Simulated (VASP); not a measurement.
Write the native input for VASP 6.6.1 that does the following.

```
Task                   : single point
Functional             : PBE
Potentials or basis    : VASP PAW PBE potentials, release 64 (Ho, Nb_sv, Te)
Cutoff                 : 690 eV
k mesh                 : 4 × 4 × 2
Occupations            : gaussian, width 0.1 eV
Spin                   : collinear spin
Starting moments       : [0.0, 1.0, 0.0, 0.0, 0.0] μB
Dipole correction      : no
Second try             : not_converged
Further INCAR settings : ALGO = All; EDIFF = 1e-06; NBANDS = 38
```

The structure of HoNbTe3 lies in POSCAR:

```
HoNbTe3
1.0
    3.9050015922      0.0000000000      0.0000000000
    0.0000000000      3.9050015922      0.0000000000
    0.0000000000      0.0000000000      9.6025127096
Ho Nb Te
1 1 3
Direct
    0.5000000000      0.5000000000      0.0000000000
    0.0000000000      0.0000000000      0.5000000000
    0.5000000000      0.5000000000      0.3324792162
    0.5000000000      0.5000000000      0.6675207838
    0.0000000000      0.0000000000      0.0000000000
```

The cell was generated, and may not be a known phase.

These files were run (other wordings do the same):

INCAR

```
SYSTEM = HoNbTe3
ALGO = All ; EDIFF = 1E-6
ENCUT = 690 ; GGA = PE
GGA_COMPAT = .FALSE. ; ISEARCH = 1
ISIF = 2 ; ISMEAR = 0
ISPIN = 2 ; KPAR = 4
LASPH = .TRUE. ; LCHARG = .TRUE.
LMAXMIX = 6 ; LORBIT = 11
LREAL = .FALSE. ; LVHAR = .TRUE.
LWAVE = .FALSE. ; MAGMOM = 0 1 0 0 0
NBANDS = 38 ; NELM = 300
PREC = Accurate ; SIGMA = 0.1
```

KPOINTS

```
k-points
0
G
  4 4 2
  0 0 0
```

Potentials or basis: VASP PAW PBE potentials, release 64 (Ho, Nb_sv, Te).

Run with:

```bash
$ cat potpaw_PBE.64/Ho/POTCAR potpaw_PBE.64/Nb_sv/POTCAR potpaw_PBE.64/Te/POTCAR > POTCAR
$ mpirun -np 4 vasp_std > vasp.out
```

It gave:

* Pressure: 1.3 GPa
* Largest force: 0.207 eV/Å
* Net moment: 4.76 μB per cell
* Site moments: Ho +3.60; Nb +0.94; Te -0.09, +0.02 (each value once) μB
* Valence electrons inside the program's atomic spheres: Ho 18.66; Nb 10.40; Te 3.34, 3.65 (each value once)

Caveat: the k points lie up to 0.40 Å⁻¹ apart; the magnetic or orbital state may not be the lowest.

Wall time 7.3 min on 4 MPI ranks on Intel(R) Xeon(R) 6975P-C (Granite Rapids) (shared host), peak memory 0.67 GiB a rank.
